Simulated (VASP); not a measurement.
# Ir (P6_3/mmc) in VASP: notebook

Runs on Ir. Level: r2SCAN+D3(BJ). Tasks: single point.

Everything below comes from runs of VASP 6.6.1. Logs are shortened: lines on timing, memory, paths and dates and some standing lists are left out, and cuts for length are marked.

## (1) The cell of the first run

It takes space group P6_3/mmc (No. 194, hexagonal). Conventional cell: a = 2.724 Å, b = 2.724 Å, c = 4.553 Å, α = 90.00°, β = 90.00°, γ = 120.00°. Within 3.6 Å of Ir (site symmetry -6m2) lie 12 Ir at 2.72 to 2.77 Å.

This isn't the form of Ir at room conditions, which is fcc.

## (2) Single point, r2SCAN+D3(BJ)

The input, POSCAR:

```
Ir
1.0
    2.7238642200      0.0000000000      0.0000000000
   -1.3619321100      2.3589353700      0.0000000000
    0.0000000000      0.0000000000      4.5528925620
Ir
2
Direct
    0.6666666667      0.3333333333      0.7500000000
    0.3333333333      0.6666666667      0.2500000000
```

The input, INCAR.step1:

```
SYSTEM = Ir
PREC     = Accurate       ! precision mode
ENCUT    = 520            ! plane-wave cutoff, eV
ISMEAR   = -1             ! smearing method
SIGMA    = 0.1            ! smearing width, eV
LREAL    = .FALSE.        ! projectors in reciprocal space
LASPH    = .TRUE.         ! aspherical terms in the spheres
NELM     = 100            ! most SCF steps
NBANDS   = 16             ! bands
GGA      = PE             ! functional
ALGO     = Normal         ! electronic algorithm
EDIFF    = 1E-4           ! SCF threshold, eV
LWAVE    = .TRUE.         ! write WAVECAR
LCHARG   = .FALSE.        ! write CHGCAR
```

The input, INCAR.step2:

```
SYSTEM = Ir
PREC     = Accurate       ! precision mode
ENCUT    = 520            ! plane-wave cutoff, eV
EDIFF    = 1E-6           ! SCF threshold, eV
ISMEAR   = -1             ! smearing method
SIGMA    = 0.1            ! smearing width, eV
LREAL    = .FALSE.        ! projectors in reciprocal space
LASPH    = .TRUE.         ! aspherical terms in the spheres
NELM     = 100            ! most SCF steps
ALGO     = Normal         ! electronic algorithm
ISIF     = 2              ! what is computed and relaxed
LWAVE    = .FALSE.        ! write WAVECAR
LCHARG   = .TRUE.         ! write CHGCAR
METAGGA  = R2SCAN         ! meta-GGA
LMIXTAU  = .TRUE.       
IVDW     = 12             ! dispersion correction
VDW_S6   = 1.0          
VDW_S8   = 0.78981345   
VDW_A1   = 0.49484001   
VDW_A2   = 5.73083694   
LELF     = .TRUE.         ! ELF
LVHAR    = .TRUE.       
NBANDS   = 16             ! bands
ISTART   = 1
```

The input, KPOINTS:

```
Automatic mesh
0
G
  14 14 8
  0 0 0
```

Potentials or basis: VASP PAW PBE potentials, release 64 (Ir).

Started as:

```sh
cat potpaw_PBE.64/Ir/POTCAR > POTCAR
cp INCAR.step1 INCAR
mpirun -np 1 vasp_std > vasp.out
cp INCAR.step2 INCAR
mpirun -np 1 vasp_std > vasp.out
```

OUTCAR:

```text
SYSTEM = Ir
   PREC = Accurate
   ENCUT = 520
   EDIFF = 1E-6
   ISMEAR = -1
   LREAL = .FALSE.
   LASPH = .TRUE.
   NELM = 100
   ISIF = 2
   METAGGA = R2SCAN
   IVDW = 12
   ISTART = 1
 IVDW          = 12

 ion  position               nearest neighbor table
   1  0.667  0.333  0.750-   2 2.77   2 2.77   2 2.77   2 2.77   2 2.77   2 2.77
   2  0.333  0.667  0.250-   1 2.77   1 2.77   1 2.77   1 2.77   1 2.77   1 2.77

  LATTYP: Found a hexagonal cell.
 ALAT       =     2.7238642200
 C/A-ratio  =     1.6714829354

  Lattice vectors:

 A1 = (   2.7238642200,   0.0000000000,   0.0000000000)
 A2 = (  -1.3619321100,   2.3589353700,   0.0000000000)
 A3 = (   0.0000000000,   0.0000000000,   4.5528925620)

Analysis of symmetry for initial positions (statically):
=====================================================================
 Subroutine PRICEL returns:
 Original cell was already a primitive cell.

 Routine SETGRP: Setting up the symmetry group for a
 hexagonal supercell.

 Subroutine GETGRP returns: Found 24 space group operations
 (whereof 12 operations were pure point group operations)
 out of a pool of 24 trial point group operations.

The static configuration has the point symmetry D_3d.
 The point group associated with its full space group is D_6h.

Analysis of symmetry for dynamics (positions and initial velocities):
=====================================================================
 Subroutine PRICEL returns:
 Original cell was already a primitive cell.

 Routine SETGRP: Setting up the symmetry group for a
 hexagonal supercell.

 Subroutine GETGRP returns: Found 24 space group operations
 (whereof 12 operations were pure point group operations)
 out of a pool of 24 trial point group operations.

The dynamic configuration has the point symmetry D_3d.
 The point group associated with its full space group is D_6h.

 Subroutine INISYM returns: Found 24 space group operations
 (whereof 12 operations are pure point group operations),
 and found     1 'primitive' translations

----------------------------------------------------------------------------------------

                                     Primitive cell

  volume of cell :      29.2542

  direct lattice vectors                    reciprocal lattice vectors
     2.723864220  0.000000000  0.000000000     0.367125495  0.211960025  0.000000000
    -1.361932110  2.358935370  0.000000000     0.000000000  0.423920050  0.000000000
     0.000000000  0.000000000  4.552892562     0.000000000  0.000000000  0.219640588

  length of vectors
     2.723864220  2.723864011  4.552892562     0.423920018  0.423920050  0.219640588

  position of ions in fractional coordinates (direct lattice)
     0.666666667  0.333333333  0.750000000
     0.333333333  0.666666667  0.250000000

  ion indices of the primitive-cell ions
   primitive index   ion index
                 1           1
                 2           2

----------------------------------------------------------------------------------------

 KPOINTS: Automatic mesh

Automatic generation of k-mesh.
 Grid dimensions read from file:
 generate k-points for:   14   14    8

 Generating k-lattice:

  Cartesian coordinates                     Fractional coordinates (reciprocal lattice)
     0.026223250  0.015140002  0.000000000     0.071428571 -0.000000000  0.000000000
     0.000000000  0.030280004  0.000000000     0.000000000  0.071428571  0.000000000
     0.000000000  0.000000000  0.027455074     0.000000000  0.000000000  0.125000000

  Length of vectors
     0.030280001  0.030280004  0.027455074

  Shift w.r.t. Gamma in fractional coordinates (k-lattice)
     0.000000000  0.000000000  0.000000000

 Subroutine IBZKPT returns following result:
 ===========================================

 Found    120 irreducible k-points:

 Following reciprocal coordinates:
            Coordinates               Weight
  0.000000  0.000000  0.000000      1.000000
  0.071429  0.000000  0.000000      6.000000
  0.142857 -0.000000  0.000000      6.000000
  0.214286 -0.000000  0.000000      6.000000
  0.285714  0.000000  0.000000      6.000000
  0.357143  0.000000  0.000000      6.000000
[... 16 lines left out ...]
  0.285714  0.285714  0.000000      6.000000
  0.357143  0.285714  0.000000      6.000000
 [... further k-points ...]
   k-points           NKPTS =    120   k-points in BZ     NKDIM =    120   number of bands    NBANDS=     16
   number of dos      NEDOS =    301   number of ions     NIONS =      2
   total plane-waves  NPLWV =  14400
   dimension x,y,z NGX =    20 NGY =   20 NGZ =   36
   dimension x,y,z NGXF=    40 NGYF=   40 NGZF=   72
   ions per type =               2
   NGX,Y,Z   is equivalent  to a cutoff of  12.21, 12.21, 13.15 a.u.
   NGXF,Y,Z  is equivalent  to a cutoff of  24.41, 24.41, 26.29 a.u.
 SYSTEM =  Ir
   PREC   = accura    normal or accurate (medium, high low for compatibility)
   ISTART =      1    job   : 0-new  1-cont  2-samecut
   ICHARG =      0    charge: 1-file 2-atom 10-const
   ISPIN  =      1    spin polarized calculation?
   LNONCOLLINEAR =      F non collinear calculations
   LSORBIT =      F    spin-orbit coupling
   LASPH  =      T    aspherical Exc in radial PAW
   ENCUT  =  520.0 eV  38.22 Ry    6.18 a.u.   5.06  5.06  8.47*2*pi/ulx,y,z
   NELM   =    100;   NELMIN=  2; NELMDL=  0     # of ELM steps
   EDIFF  = 0.1E-05   stopping-criterion for ELM
   LREAL  =      F    real-space projection
[... 7 lines left out ...]
   TEBEG  =    0.0;   TEEND  =   0.0 temperature during run
   PSTRESS=    0.0 pullay stress
   NELECT =      18.0000    total number of electrons
   NUPDOWN=      -1.0000    fix difference up-down
   EMIN   =  10.00;   EMAX   =-10.00  energy-range for DOS
   EFERMI =   0.00;   METHOD = LEGACY
   ISMEAR =    -1;   SIGMA  =   0.10  broadening in eV -4-tet -1-fermi 0-gaus
   EFERMI_NEDOS =   21; number of points for ismear=-14 and -15
   IALGO  =     38    algorithm
   IMIX   =      4    mixing-type and parameters
     AMIX     =   0.40;   BMIX     =  1.00
     AMIX_MAG =   1.60;   BMIX_MAG =  1.00
  volume/ion in A,a.u.               =      14.63        98.71
  Fermi-wavevector in a.u.,A,eV,Ry     =   1.392417  2.631287 26.379323  1.938826
  Thomas-Fermi vector in A             =   2.516162
   LORBIT       =      0    0 simple, 1 ext, 2 COOP (PROOUT), +10 PAW based schemes
   METAGGA = R2SCAN    functional components
   LHFCALC =     F    Hartree Fock is set to
   AEXX    =    0.0000 exact exchange contribution
   IVDW    =    12    specifies the selected vdW correction
   LEPSILON=     F    determine dielectric tensor
   LRPA    =     F    only Hartree local field effects (RPA)
 non-spin polarized calculation
  energy-cutoff  :      520.00
  volume of cell :       29.25
 maximum number of plane-waves:       804
   NGX = 11   NGY = 11   NGZ = 17

 number of electron      18.0000003 magnetization

 Free energy of the ion-electron system (eV)
  ---------------------------------------------------
  ext. energy  EPLUGINS =         0.00000000
  ---------------------------------------------------
  free energy    TOTEN  =      -104.55939717 eV

  energy without entropy =     -104.47906519  energy(sigma->0) =     -104.51923118

 E-fermi :   9.6789     XC(G=0): -15.1034

 val. band max:        9.6780060298   @ k =   0.1429   0.1429   0.3750
 cond. band min:       9.6856907748   @ k =   0.3571   0.2857   0.2500
 fundamental gap:      0.0076847450
 Fermi energy:         9.6788992728

 k-point     1 :       0.0000    0.0000    0.0000
  band No.  band energies     occupation
      1      -1.5598      2.00000
      2       1.4876      2.00000
      3       5.5428      2.00000
      4       5.9466      2.00000
      5       5.9466      2.00000
      6       6.5209      2.00000
[... 8 lines left out ...]
     15      26.5799      0.00000
     16      27.9388      0.00000

 k-point     2 :       0.0714    0.0000    0.0000
  band No.  band energies     occupation
      1      -1.3523      2.00000
      2       1.6785      2.00000
      3       5.3985      2.00000
      4       6.0496      2.00000
      5       6.1202      2.00000
      6       6.4065      2.00000
[... 8 lines left out ...]
     15      26.8722      0.00000
     16      28.2543      0.00000

 k-point     3 :       0.1429   -0.0000    0.0000
  band No.  band energies     occupation
      1      -0.7582      2.00000
      2       2.1865      2.00000
      3       5.0562      2.00000
      4       6.0203      2.00000
      5       6.2154      2.00000
      6       6.4807      2.00000
[... 8 lines left out ...]
     15      27.5597      0.00000
     16      28.4465      0.00000

 k-point     4 :       0.2143   -0.0000    0.0000
  band No.  band energies     occupation
      1       0.1254      2.00000
      2       2.7310      2.00000
      3       4.8306      2.00000
      4       5.0778      2.00000
      5       5.6912      2.00000
      6       6.8007      2.00000
[... 8 lines left out ...]
     15      27.2119      0.00000
     16      27.6190      0.00000
[... 324 lines left out ...]
 k-point    22 :       0.3571    0.2143    0.0000
  band No.  band energies     occupation
      1       3.0665      2.00000
      2       3.3559      2.00000
      3       3.4392      2.00000
      4       5.1802      2.00000
      5       5.4109      2.00000
      6       5.8509      2.00000
[... 8 lines left out ...]
     15      21.8804      0.00000
     16      23.5630      0.00000

 k-point    23 :       0.2857    0.2857    0.0000
  band No.  band energies     occupation
      1       3.1205      2.00000
      2       3.6080      2.00000
      3       4.0411      2.00000
      4       4.5788      2.00000
      5       5.3051      2.00000
      6       5.8421      2.00000
[... 8 lines left out ...]
     15      22.2926      0.00000
     16      24.5578      0.00000

 k-point    24 :       0.3571    0.2857    0.0000
  band No.  band energies     occupation
      1       3.0808      2.00000
      2       3.8427      2.00000
      3       3.9413      2.00000
      4       4.8016      2.00000
      5       5.4040      2.00000
      6       5.6016      2.00000
[... 8 lines left out ...]
     15      23.3643      0.00000
     16      23.4123      0.00000

 [... further k-points ...]

------------------------ aborting loop because EDIFF is reached ----------------------------------------

 Edisp (eV)   -0.66881

 E8    (eV) :    -0.2484

  FORCE on cell =-STRESS in cart. coord.  units (eV):
  Direction    XX          YY          ZZ          XY          YZ          ZX
  --------------------------------------------------------------------------------------
  -------------------------------------------------------------------------------------
  Total      -1.14698    -1.14698    -3.04124    -0.00000    -0.00000     0.00000
  in kB     -62.81720   -62.81719  -166.56091    -0.00000    -0.00000     0.00000
  external pressure =      -97.40 kB  Pullay stress =        0.00 kB

 VOLUME and BASIS-vectors are now :
 -----------------------------------------------------------------------------
  energy-cutoff  :      520.00
  volume of cell :       29.25
      direct lattice vectors                 reciprocal lattice vectors
     2.723864220  0.000000000  0.000000000     0.367125495  0.211960025  0.000000000
    -1.361932110  2.358935370  0.000000000     0.000000000  0.423920050  0.000000000
     0.000000000  0.000000000  4.552892562     0.000000000  0.000000000  0.219640588

 POSITION                                       TOTAL-FORCE (eV/Angst)
 -----------------------------------------------------------------------------------
      1.36193      0.78631      3.41467        -0.000000      0.000000      0.000000
     -0.00000      1.57262      1.13822         0.000000     -0.000000      0.000000
 -----------------------------------------------------------------------------------
    total drift:                               -0.000000      0.000000     -0.000000

  FREE ENERGIE OF THE ION-ELECTRON SYSTEM (eV)
  ---------------------------------------------------
  free  energy   TOTEN  =      -105.2282036343 eV

  energy  without entropy=     -105.1478716508  energy(sigma->0) =     -105.18803764
```

Wall time 4.1 min (1 thread of Intel Xeon 8259CL, shared host); peak memory 0.19 GiB.

Results:

```yaml
Free_energy: -105.2282 eV
Pressure: -9.7 GPa
Band_gap_on_the_k_mesh: zero (bands 9 and 10 overlap by 3.41 eV)
Dispersion_energy_per_atom: -0.334 eV
```

Levels at points of the mesh, in eV from the Fermi level:
```csv
k point,band 5,band 6,band 7,band 8,band 9,band 10,band 11,band 12,band 13,band 14
"(0.00, 0.00, 0.00)",-3.73,-3.16,-3.16,-2.06,-2.06,-0.94,0.33,0.33,6.78,15.40
"(0.50, 0.00, 0.00)",-3.67,-3.21,-3.06,0.85,0.95,1.29,3.10,4.64,8.50,10.23
"(0.00, 0.00, 0.50)",-3.79,-3.79,-3.79,-3.79,-0.42,-0.42,-0.42,-0.42,14.06,14.06
"(0.50, 0.00, 0.50)",-1.94,-1.94,-0.84,-0.84,1.15,1.15,2.11,2.11,7.96,7.96
```

Caveat: three body term missing; the stress differs along the axes, from -17 to -6 GPa; the PAW data sets were made with another functional, which shifts forces and pressure a little; spin-orbit coupling is left out, which moves the levels of the heavy elements.

## (3) Single point, r2SCAN+D3(BJ)

The input, POSCAR:

```
Ir
1.0
    2.7330354800      0.0000000000      0.0000000000
   -1.3665177400      2.3668779133      0.0000000000
    0.0000000000      0.0000000000      4.5223875051
Ir
2
Direct
    0.6666666667      0.3333333333      0.7500000000
    0.3333333333      0.6666666667      0.2500000000
```

The input, INCAR.step1:

```
SYSTEM = Ir
PREC     = Accurate       ! precision mode
ENCUT    = 520            ! plane-wave cutoff, eV
ISMEAR   = -1             ! smearing method
SIGMA    = 0.1            ! smearing width, eV
LREAL    = .False.        ! projectors in reciprocal space
LASPH    = .True.         ! aspherical terms in the spheres
NELM     = 100            ! most SCF steps
NBANDS   = 16             ! bands
GGA      = PE             ! functional
ALGO     = Normal         ! electronic algorithm
EDIFF    = 1E-4           ! SCF threshold, eV
LWAVE    = .True.         ! write WAVECAR
LCHARG   = .False.        ! write CHGCAR
```

The input, INCAR.step2:

```
SYSTEM = Ir
PREC     = Accurate       ! precision mode
ENCUT    = 520            ! plane-wave cutoff, eV
EDIFF    = 1E-6           ! SCF threshold, eV
ISMEAR   = -1             ! smearing method
SIGMA    = 0.1            ! smearing width, eV
LREAL    = .False.        ! projectors in reciprocal space
LASPH    = .True.         ! aspherical terms in the spheres
NELM     = 100            ! most SCF steps
ALGO     = Normal         ! electronic algorithm
ISIF     = 2              ! what is computed and relaxed
LWAVE    = .False.        ! write WAVECAR
LCHARG   = .False.        ! write CHGCAR
METAGGA  = R2SCAN         ! meta-GGA
LMIXTAU  = .True.       
IVDW     = 12             ! dispersion correction
VDW_S6   = 1.0          
VDW_S8   = 0.78981345   
VDW_A1   = 0.49484001   
VDW_A2   = 5.73083694   
NBANDS   = 16             ! bands
ISTART   = 1
```

The input, KPOINTS:

```
Automatic mesh
0
Gamma
  14 14 8
  0 0 0
```

Potentials or basis: VASP PAW PBE potentials, release 64 (Ir).

Started as:

```sh
cat potpaw_PBE.64/Ir/POTCAR > POTCAR
cp INCAR.step1 INCAR
mpirun -np 1 vasp_std > vasp.out
cp INCAR.step2 INCAR
mpirun -np 1 vasp_std > vasp.out
```

Run time: 4.5 min. Hardware: 1 thread of Intel Xeon 8259CL, shared host; peak memory 0.19 GiB.

Results (log left out):

| Property | Result |
| --- | --- |
| Free energy | -105.2389 eV |
| Pressure | -9.9 GPa |
| Band gap on the k mesh | zero (bands 9 and 10 overlap by 3.37 eV) |
| Dispersion energy per atom | -0.334 eV |

Stress tensor (GPa, compression positive):
```
 -7.53   0.00   0.00
  0.00  -7.53   0.00
  0.00   0.00 -14.67
```

Levels at points of the mesh, in eV from the Fermi level:
| k point | band 5 | band 6 | band 7 | band 8 | band 9 | band 10 | band 11 | band 12 | band 13 | band 14 |
| --- | --- | --- | --- | --- | --- | --- | --- | --- | --- | --- |
| (0.00, 0.00, 0.00) | -3.75 | -3.15 | -3.15 | -2.16 | -2.16 | -0.86 | 0.31 | 0.31 | 6.91 | 15.33 |
| (0.50, 0.00, 0.00) | -3.63 | -3.27 | -3.03 | 0.87 | 0.88 | 1.23 | 3.06 | 4.58 | 8.50 | 10.32 |
| (0.00, 0.00, 0.50) | -3.83 | -3.83 | -3.83 | -3.83 | -0.44 | -0.44 | -0.44 | -0.44 | 14.18 | 14.18 |
| (0.50, 0.00, 0.50) | -1.99 | -1.99 | -0.86 | -0.86 | 1.08 | 1.08 | 2.10 | 2.10 | 7.91 | 7.91 |

Caveat: three body term missing; the stress differs along the axes, from -15 to -8 GPa; the PAW data sets were made with another functional, which shifts forces and pressure a little; spin-orbit coupling is left out, which moves the levels of the heavy elements.

[end of part 1 of 2]

The gap in the log of VASP goes by the Fermi energy; the results here count the filled bands.